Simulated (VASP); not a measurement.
# Ru (a cell with a defect) in VASP: a series of runs

Ru (a cell with a defect) is run at these levels: PBE; tasks: single point.

Program: VASP 6.6.1. These are calculated values, not measurements. Logs are shortened: lines on timing, memory, paths and dates and some standing lists are left out, and cuts for length are marked.

### Step 1. The cell of the first run

The cell holds a defect, 15 atoms: a = 5.483 Å, b = 5.483 Å, c = 8.709 Å, α = 90.00°, β = 90.00°, γ = 120.00°.

### Step 2. Single point, PBE

The input, INCAR:

```
SYSTEM = Ru
ALGO = Normal
EDIFF = 1E-6
ENCUT = 400
GGA = PE
GGA_COMPAT = .FALSE.
ISIF = 2
ISMEAR = -1
LASPH = .TRUE.
LCHARG = .FALSE.
LREAL = .FALSE.
LWAVE = .FALSE.
NBANDS = 118
NELM = 120
PREC = Accurate
SIGMA = 0.5
```

The input, KPOINTS:

```
k-points
0
G
  4 4 2
  0 0 0
```

The input, POSCAR:

```
Ru
1.0
    5.4830553700      0.0000000600      0.0000000000
   -2.7415277300      4.7484652100      0.0000000000
    0.0000000000      0.0000000000      8.7086425000
Ru
15
Direct
    0.1744866301      0.3363558369      0.1254419389
    0.3473449932      0.1792831876      0.3689947084
    0.3474236394      0.1793164615      0.8819101255
    0.1745661413      0.8383022331      0.1254327526
    0.3225733417      0.6645854694      0.3778173234
    0.1418018053      0.9400904912      0.6254677466
    0.3225395892      0.6645526167      0.8730883143
    0.6859633297      0.3368515695      0.1254492879
    0.8485959312      0.1678554888      0.3821142044
    0.6848653248      0.3432226808      0.6254701579
    0.8485910078      0.1678201090      0.8688026865
    0.6682585807      0.8341870025      0.1254365419
    0.8354978748      0.6706994385      0.3751031231
    0.6070182503      0.8047566518      0.6254517854
    0.8354741814      0.6706670069      0.8758088301
```

Potentials or basis: VASP PAW PBE potentials, release 64 (Ru_pv).

Launch:

```console
$ cat potpaw_PBE.64/Ru_pv/POTCAR > POTCAR
$ mpirun -np 1 vasp_std > vasp.out
```

OUTCAR:

```text
SYSTEM = Ru
   EDIFF = 1E-6
   ENCUT = 400
   GGA = PE
   ISIF = 2
   ISMEAR = -1
   LASPH = .TRUE.
   LREAL = .FALSE.
   NELM = 120
   PREC = Accurate

 ion  position               nearest neighbor table
   1  0.174  0.336  0.125-   3 2.64   2 2.64   8 2.68   7 2.70   5 2.70  12 2.72  11 2.72   9 2.72
                             4 2.73   4 2.75  12 2.76   8 2.80
   2  0.347  0.179  0.369-   6 2.55   1 2.64   8 2.66   4 2.67  13 2.69   9 2.71   5 2.73  10 2.75
                             5 2.76   9 2.78  13 2.80
   3  0.347  0.179  0.882-   6 2.55   1 2.64   8 2.66   4 2.67  15 2.69  11 2.71   7 2.73  10 2.75
                             7 2.76  11 2.78  15 2.80
   4  0.175  0.838  0.125-   3 2.67   2 2.67   7 2.68   5 2.68  15 2.71  13 2.71   8 2.71  12 2.72
                             1 2.73   1 2.75  12 2.76   8 2.77
   5  0.323  0.665  0.378-  14 2.54   9 2.66   4 2.68  13 2.69   1 2.70   2 2.73  12 2.74   2 2.76
                            13 2.80   9 2.82   6 3.07
   6  0.142  0.940  0.625-   3 2.55   2 2.55  14 2.64  10 2.68  15 2.70  13 2.70  10 2.96  14 2.99
                             7 3.07   5 3.07  11 3.26   9 3.26
   7  0.323  0.665  0.873-  14 2.54  11 2.66   4 2.68  15 2.69   1 2.70   3 2.73  12 2.74   3 2.76
                            15 2.80  11 2.82   6 3.07
   8  0.686  0.337  0.125-   3 2.66   2 2.66   1 2.68  15 2.69  13 2.69  12 2.71   4 2.71  11 2.73
                             9 2.73   4 2.77  12 2.78   1 2.80
   9  0.849  0.168  0.382-  10 2.66   5 2.66  13 2.69   2 2.71   1 2.72   8 2.73  12 2.74  14 2.75
                             2 2.78  13 2.79   5 2.82   6 3.26
  10  0.685  0.343  0.625-  11 2.66   9 2.66   6 2.68  15 2.68  13 2.68   3 2.75   2 2.75  14 2.76
                            14 2.77   6 2.96
  11  0.849  0.168  0.869-  10 2.66   7 2.66  15 2.69   3 2.71   1 2.72   8 2.73  12 2.74  14 2.75
                             3 2.78  15 2.79   7 2.82   6 3.26
  12  0.668  0.834  0.125-  15 2.68  13 2.68   8 2.71   4 2.72   1 2.72  11 2.74   9 2.74   7 2.74
                             5 2.74   1 2.76   4 2.76   8 2.78
  13  0.835  0.671  0.375-  10 2.68  12 2.68   2 2.69   5 2.69   9 2.69   8 2.69   6 2.70   4 2.71
                            14 2.79   9 2.79   5 2.80   2 2.80
  14  0.607  0.805  0.625-   5 2.54   7 2.54   6 2.64  11 2.75   9 2.75  10 2.76  10 2.77  13 2.79
                            15 2.79   6 2.99
  15  0.835  0.671  0.876-  10 2.68  12 2.68   3 2.69   7 2.69  11 2.69   8 2.69   6 2.70   4 2.71
                            14 2.79  11 2.79   7 2.80   3 2.80

  LATTYP: Found a hexagonal cell.
 ALAT       =     5.4830553700
 C/A-ratio  =     1.5882827935

  Lattice vectors:

 A1 = (   5.4830553700,   0.0000000600,   0.0000000000)
 A2 = (  -2.7415277300,   4.7484652100,   0.0000000000)
 A3 = (   0.0000000000,   0.0000000000,   8.7086425000)

Analysis of symmetry for initial positions (statically):
=====================================================================
 Subroutine PRICEL returns:
 Original cell was already a primitive cell.

 Routine SETGRP: Setting up the symmetry group for a
 hexagonal supercell.

 Subroutine GETGRP returns: Found  1 space group operations
 (whereof  1 operations were pure point group operations)
 out of a pool of 24 trial point group operations.

The static configuration has the point symmetry C_1 .

Analysis of symmetry for dynamics (positions and initial velocities):
=====================================================================
 Subroutine PRICEL returns:
 Original cell was already a primitive cell.

 Routine SETGRP: Setting up the symmetry group for a
 hexagonal supercell.

 Subroutine GETGRP returns: Found  1 space group operations
 (whereof  1 operations were pure point group operations)
 out of a pool of 24 trial point group operations.

The dynamic configuration has the point symmetry C_1 .

 Subroutine INISYM returns: Found  1 space group operations
 (whereof  1 operations are pure point group operations),
 and found     1 'primitive' translations

----------------------------------------------------------------------------------------

                                     Primitive cell

  volume of cell :     226.7391

  direct lattice vectors                    reciprocal lattice vectors
     5.483055370  0.000000060  0.000000000     0.182380065  0.105297182  0.000000000
    -2.741527730  4.748465210  0.000000000    -0.000000002  0.210594360  0.000000000
     0.000000000  0.000000000  8.708642500     0.000000000  0.000000000  0.114828459

  length of vectors
[... 57 lines left out ...]

 Subroutine IBZKPT returns following result:
 ===========================================

 Found     20 irreducible k-points:

 Following reciprocal coordinates:
            Coordinates               Weight
  0.000000  0.000000  0.000000      1.000000
  0.250000  0.000000  0.000000      2.000000
  0.000000  0.250000  0.000000      2.000000
 -0.250000  0.250000  0.000000      2.000000
  0.500000  0.000000  0.000000      1.000000
  0.000000  0.500000  0.000000      1.000000
[... 12 lines left out ...]
 -0.250000  0.500000  0.500000      2.000000
  0.500000  0.250000  0.500000      2.000000
   k-points           NKPTS =     20   k-points in BZ     NKDIM =     20   number of bands    NBANDS=    118
   number of dos      NEDOS =    301   number of ions     NIONS =     15
   total plane-waves  NPLWV =  77760
   dimension x,y,z NGX =    36 NGY =   36 NGZ =   60
   dimension x,y,z NGXF=    72 NGYF=   72 NGZF=  120
   ions per type =              15
   NGX,Y,Z   is equivalent  to a cutoff of  10.92, 10.92, 11.45 a.u.
   NGXF,Y,Z  is equivalent  to a cutoff of  21.83, 21.83, 22.91 a.u.
 SYSTEM =  Ru
   PREC   = accura    normal or accurate (medium, high low for compatibility)
   ISTART =      0    job   : 0-new  1-cont  2-samecut
   ICHARG =      2    charge: 1-file 2-atom 10-const
   ISPIN  =      1    spin polarized calculation?
   LNONCOLLINEAR =      F non collinear calculations
   LSORBIT =      F    spin-orbit coupling
   LASPH  =      T    aspherical Exc in radial PAW
   ENCUT  =  400.0 eV  29.40 Ry    5.42 a.u.   8.94  8.94 14.20*2*pi/ulx,y,z
   NELM   =    120;   NELMIN=  2; NELMDL= -5     # of ELM steps
   EDIFF  = 0.1E-05   stopping-criterion for ELM
   LREAL  =      F    real-space projection
   EDIFFG = 0.1E-04   stopping-criterion for IOM
   NSW    =      0    number of steps for IOM
   IBRION =     -1    ionic relax: 0-MD 1-quasi-New 2-CG
   NFREE  =      0    steps in history (QN), initial steepest desc. (CG)
   ISIF   =      2    stress and relaxation
   ISYM   =      2    0-nonsym 1-usesym 2-fastsym
   POTIM  = 0.5000    time-step for ionic-motion
   TEBEG  =    0.0;   TEEND  =   0.0 temperature during run
   PSTRESS=    0.0 pullay stress
   NELECT =     210.0000    total number of electrons
   NUPDOWN=      -1.0000    fix difference up-down
   EMIN   =  10.00;   EMAX   =-10.00  energy-range for DOS
   EFERMI =   0.00;   METHOD = LEGACY
   ISMEAR =    -1;   SIGMA  =   0.50  broadening in eV -4-tet -1-fermi 0-gaus
   EFERMI_NEDOS =   21; number of points for ismear=-14 and -15
   IALGO  =     38    algorithm
   IMIX   =      4    mixing-type and parameters
     AMIX     =   0.40;   BMIX     =  1.00
     AMIX_MAG =   1.60;   BMIX_MAG =  1.00
  volume/ion in A,a.u.               =      15.12       102.01
  Fermi-wavevector in a.u.,A,eV,Ry     =   1.595778  3.015583 34.647337  2.546507
  Thomas-Fermi vector in A             =   2.693644
   LORBIT       =      0    0 simple, 1 ext, 2 COOP (PROOUT), +10 PAW based schemes
   GGA     = PE    functional components
   LHFCALC =     F    Hartree Fock is set to
   AEXX    =    0.0000 exact exchange contribution
   IVDW    =     0    specifies the selected vdW correction
   LEPSILON=     F    determine dielectric tensor
   LRPA    =     F    only Hartree local field effects (RPA)
 non-spin polarized calculation
  energy-cutoff  :      400.00
  volume of cell :      226.74
 maximum number of plane-waves:      4145
   NGX = 17   NGY = 17   NGZ = 29

 number of electron     210.0000009 magnetization

 Free energy of the ion-electron system (eV)
  ---------------------------------------------------
  ext. energy  EPLUGINS =         0.00000000
  ---------------------------------------------------
  free energy    TOTEN  =      -141.56546965 eV

  energy without entropy =     -127.72554570  energy(sigma->0) =     -134.64550767

 E-fermi :  11.1014     XC(G=0): -13.3769

 val. band max:       11.0963595196   @ k =  -0.2500   0.2500   0.5000
 cond. band min:      11.1258326285   @ k =   0.0000   0.2500   0.5000
 fundamental gap:      0.0294731089
 Fermi energy:        11.1013891078

 k-point     1 :       0.0000    0.0000    0.0000
  band No.  band energies     occupation
      1     -32.3481      2.00000
      2     -32.2971      2.00000
      3     -32.2961      2.00000
      4     -32.2636      2.00000
      5     -32.2446      2.00000
      6     -32.2440      2.00000
[... 2389 lines left out ...]
    116      11.9300      0.32026
    117      12.0475      0.26198
 [bands above 117 left out]

------------------------ aborting loop because EDIFF is reached ----------------------------------------

  FORCE on cell =-STRESS in cart. coord.  units (eV):
  Direction    XX          YY          ZZ          XY          YZ          ZX
  --------------------------------------------------------------------------------------
  -------------------------------------------------------------------------------------
  Total       -8.7943681     -8.1192103     -7.6212978      1.4398921     -0.0086754     -0.0022515
  in kB      -62.1425207    -57.3717392    -53.8534035     10.1745258     -0.0613022     -0.0159096
  external PRESSURE =     -57.7892211 kB  Pullay stress =       0.0000000 kB

 VOLUME and BASIS-vectors are now :
 -----------------------------------------------------------------------------
  energy-cutoff  :      400.00
  volume of cell :      226.74
      direct lattice vectors                 reciprocal lattice vectors
     5.483055370  0.000000060  0.000000000     0.182380065  0.105297182  0.000000000
    -2.741527730  4.748465210  0.000000000    -0.000000002  0.210594360  0.000000000
     0.000000000  0.000000000  8.708642500     0.000000000  0.000000000  0.114828459

 POSITION                                       TOTAL-FORCE (eV/Angst)
 -----------------------------------------------------------------------------------
      0.03459      1.59717      1.09243        -0.088963      0.057650      0.000092
      1.41300      0.85132      3.21344        -0.068212      0.065748      0.063570
      1.41334      0.85148      7.68024        -0.070555      0.063548     -0.064322
     -1.34107      3.98065      1.09235        -0.056582      0.031201      0.002997
     -0.05329      3.15576      3.29028        -0.052514      0.070169      0.021538
     -1.79978      4.46399      5.44698         0.645142     -0.710815     -0.001043
     -0.05339      3.15560      7.60341        -0.051707      0.070620     -0.024031
      2.83769      1.59953      1.09249        -0.044732      0.001954      0.001891
      4.19272      0.79706      3.32770        -0.031624      0.049609     -0.001030
      2.81420      1.62978      5.44700        -0.071009      0.034612     -0.001138
      4.19279      0.79689      7.56609        -0.032559      0.049688     -0.001294
      1.37715      3.96111      1.09238        -0.075370      0.019157      0.002157
      2.74234      3.18479      3.26664        -0.086379      0.003749     -0.065230
      1.12205      3.82136      5.44684         0.168813      0.186853     -0.000477
      2.74230      3.18464      7.62711        -0.083749      0.006258      0.066320
 -----------------------------------------------------------------------------------
    total drift:                                0.000989      0.000668     -0.000911

  FREE ENERGIE OF THE ION-ELECTRON SYSTEM (eV)
  ---------------------------------------------------
  free  energy   TOTEN  =      -141.5654696469 eV

  energy  without entropy=     -127.7255456968  energy(sigma->0) =     -134.64550767
```

It took 18 min on 1 thread of Intel Xeon 6975P-C (Granite Rapids), shared host; peak memory 0.43 GiB.

Results:

```
Free energy            : -141.5655 eV
Pressure               : -5.8 GPa
Largest force          : 0.960 eV/Å
Band gap on the k mesh : zero (bands 105 and 106 overlap by 1.07 eV)
```

Forces in eV/Å, atoms in the order of the input:
```
Ru  -0.089  0.058  0.000
Ru  -0.068  0.066  0.064
Ru  -0.071  0.064 -0.064
Ru  -0.057  0.031  0.003
Ru  -0.053  0.070  0.022
Ru   0.645 -0.711 -0.001
Ru  -0.052  0.071 -0.024
Ru  -0.045  0.002  0.002
Ru  -0.032  0.050 -0.001
Ru  -0.071  0.035 -0.001
Ru  -0.033  0.050 -0.001
Ru  -0.075  0.019  0.002
Ru  -0.086  0.004 -0.065
Ru   0.169  0.187  0.000
Ru  -0.084  0.006  0.066
```

Stress tensor (GPa, compression positive):
```
-6.21  1.02  0.00
 1.02 -5.74 -0.01
 0.00 -0.01 -5.39
```

Caveat: the k points lie up to 0.36 Å⁻¹ apart, too coarse for converged energies and pressures of a metal; so wide a smearing shifts energies and pressures.

(Part 1 of 2 ends here.)
